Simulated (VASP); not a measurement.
A run of VASP 6.6.1 is set up as follows.

INCAR

```
SYSTEM = Mo
PREC     = Accurate       ! precision mode
ENCUT    = 520            ! plane-wave cutoff, eV
EDIFF    = 1E-7           ! SCF threshold, eV
ISMEAR   = 0              ! smearing method
SIGMA    = 0.1            ! smearing width, eV
LREAL    = .False.        ! projectors in reciprocal space
LASPH    = .True.         ! aspherical terms in the spheres
NELM     = 100            ! most SCF steps
ALGO     = Normal         ! electronic algorithm
ISIF     = 2              ! what is computed and relaxed
LWAVE    = .False.        ! write WAVECAR
LCHARG   = .False.        ! write CHGCAR
GGA      = PE             ! functional
NBANDS   = 21             ! bands
```

KPOINTS

```
Automatic mesh
0
Gamma
  12 12 12
  0 0 0
```

File POSCAR:

```
Mo
1.0
    0.0000000000      2.8432946083      2.8432946083
    2.8432946083      0.0000000000      2.8432946083
    2.8432946083      2.8432946083      0.0000000000
Mo
2
Direct
    0.0000000000      0.0000000000      0.0000000000
    0.2500000000      0.2500000000      0.2500000000
```

Potentials or basis: VASP PAW PBE potentials, release 64 (Mo_sv).

Launch:

```console
$ cat potpaw_PBE.64/Mo_sv/POTCAR > POTCAR
$ mpirun -np 1 vasp_std > vasp.out
```

Problem. Predict the pressure.

Solution. 0.4 GPa.

Problem. Predict the band gap on the k mesh.

Solution. Zero (band 14 reaches 7.16 eV, above the bottom of band 15 at 6.69 eV).
